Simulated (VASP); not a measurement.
Write the native input for VASP 6.6.1 that does the following.

- Task: single point
- Functional: LDA
- Potentials or basis: VASP PAW LDA potentials, release 64 (Si, C)
- Cutoff: 600 eV
- k mesh: 3 × 3 × 3
- Occupations: gaussian, width 0.01 eV
- Spin: no spin polarisation
- Dipole correction: no
- Further INCAR settings: ALGO = Normal; EDIFF = 1e-06; NBANDS = 11

The structure of SiC (Moissanite 3C) lies in POSCAR:

```
SiC
1.0
    0.0000000000      2.1790000000      2.1790000000
    2.1790000000      0.0000000000      2.1790000000
    2.1790000000      2.1790000000      0.0000000000
Si C
1 1
Direct
    0.0000000000      0.0000000000      0.0000000000
    0.2500000000      0.2500000000      0.2500000000
```

One way to write it, as run:

INCAR

```
SYSTEM = SiC
ALGO = Normal
EDIFF = 1E-6
ENCUT = 600
GGA_COMPAT = .False.
ISIF = 2
ISMEAR = 0
LASPH = .True.
LCHARG = .False.
LREAL = .False.
LWAVE = .False.
NBANDS = 11
NELM = 120
PREC = Accurate
SIGMA = 0.01
```

KPOINTS

```
k-points
0
Gamma
  3 3 3
  0 0 0
```

Potentials or basis: VASP PAW LDA potentials, release 64 (Si, C).

Run with:

```console
$ cat potpaw_LDA.64/Si/POTCAR potpaw_LDA.64/C/POTCAR > POTCAR
$ mpirun -np 1 vasp_std > vasp.out
```

It gave:

```
Pressure               : -2.7 GPa
Band gap on the k mesh : 2.41 eV, indirect (least direct gap 5.07 eV)
```

Caveat: the k points lie up to 0.83 Å⁻¹ apart.

It took 3.7 s on 1 thread of Intel(R) Xeon(R) Platinum 8375C CPU @ 2.90GHz (Ice Lake), with other jobs on the host, peak memory 0.13 GiB.
